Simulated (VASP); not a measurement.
**Si (a cell with a defect): single point with PBEsol**

Si (a cell with a defect):

```
Si
1.0
    -5.43383    5.43383   -5.43383
     5.43383   -5.43383   -5.43383
    -5.43383   -5.43383    5.43383
Si
31
Direct
  0.50000 0.00000 0.01476
  0.25246 0.00000 0.49674
  0.00000 0.00000 0.75000
  0.74674 0.75246 0.25000
  0.74674 0.00000 0.00246
  0.50000 0.75246 0.49674
  0.25326 0.75326 0.75572
  0.00000 0.50000 0.25000
  0.00572 0.75326 0.00326
  0.74754 0.49428 0.49754
  0.50000 0.50000 0.75000
  0.25246 0.24674 0.25000
  0.25326 0.50572 0.00326
  0.99428 0.24754 0.49754
  0.74754 0.24754 0.74428
  0.50000 0.24674 0.00246
  0.73524 0.23524 0.48524
  0.50000 0.24846 0.75023
  0.25153 0.25177 0.00154
  0.00023 0.00000 0.49846
  0.00023 0.24846 0.25000
  0.74846 0.00000 0.75023
  0.25153 0.75153 0.50177
  0.26476 0.00000 0.25000
  0.99977 0.74823 0.74977
  0.75177 0.75153 0.00154
  0.50000 0.50023 0.49846
  0.50000 0.76476 0.25000
  0.24823 0.49977 0.74977
  0.99977 0.49977 0.99823
  0.74846 0.50023 0.25000
```

```yaml
Program: VASP 6.6.1
Task: single point
Functional: PBEsol
Potentials_or_basis: VASP PAW PBE potentials, release 64 (Si)
Cutoff: 520 eV
k_mesh: 2 × 2 × 2, shifted
Occupations: gaussian, width 0.02 eV
Spin: no spin polarisation
Dipole_correction: no
Further_INCAR_settings: LREAL = Auto; ALGO = Normal; EDIFF = 1e-06; NBANDS = 83
```

```json
{
  "Pressure": "-1.5 GPa",
  "Largest force": "0.029 eV/Å",
  "Band gap on the k mesh": "zero (band 62 reaches 5.87 eV, above the bottom of band 63 at 5.70 eV)"
}
```

Forces on the atoms (eV/Å):
```
Si  -0.017 -0.017  0.017
Si  -0.012 -0.016  0.016
Si   0.000  0.000  0.000
Si  -0.016  0.016 -0.012
Si  -0.012  0.016 -0.016
Si  -0.016 -0.012  0.016
Si   0.016  0.016  0.012
Si   0.000  0.000  0.000
Si   0.016  0.012  0.016
Si   0.012 -0.016 -0.016
Si   0.000  0.000  0.000
Si   0.016 -0.016 -0.012
Si   0.012  0.016  0.016
Si  -0.016  0.012 -0.016
Si  -0.016 -0.016  0.012
Si   0.016 -0.012 -0.016
Si   0.017  0.017  0.017
Si  -0.004 -0.015  0.004
Si   0.015 -0.004 -0.004
Si  -0.015  0.004 -0.004
Si  -0.004  0.004 -0.015
Si  -0.015 -0.004  0.004
Si  -0.004 -0.004  0.015
Si  -0.017  0.017 -0.017
Si   0.015  0.004  0.004
Si  -0.004  0.015 -0.004
Si   0.004 -0.015 -0.004
Si   0.017 -0.017 -0.017
Si   0.004  0.015  0.004
Si   0.004  0.004  0.015
Si   0.004 -0.004 -0.015
```

Levels at points of the mesh, in eV from the Fermi level:
```
           k point  band 59  band 60  band 61  band 62  band 63  band 64
(0.25, 0.25, 0.25)    -0.94    -0.93    -0.93     0.18     0.18     0.18
```

It took 6.5 min on 1 thread of AMD EPYC 7R13, on a shared host, peak memory 0.62 GiB.

Caveat: the k points lie up to 0.41 Å⁻¹ apart; the PAW data sets were made with another functional, which shifts forces and pressure a little.
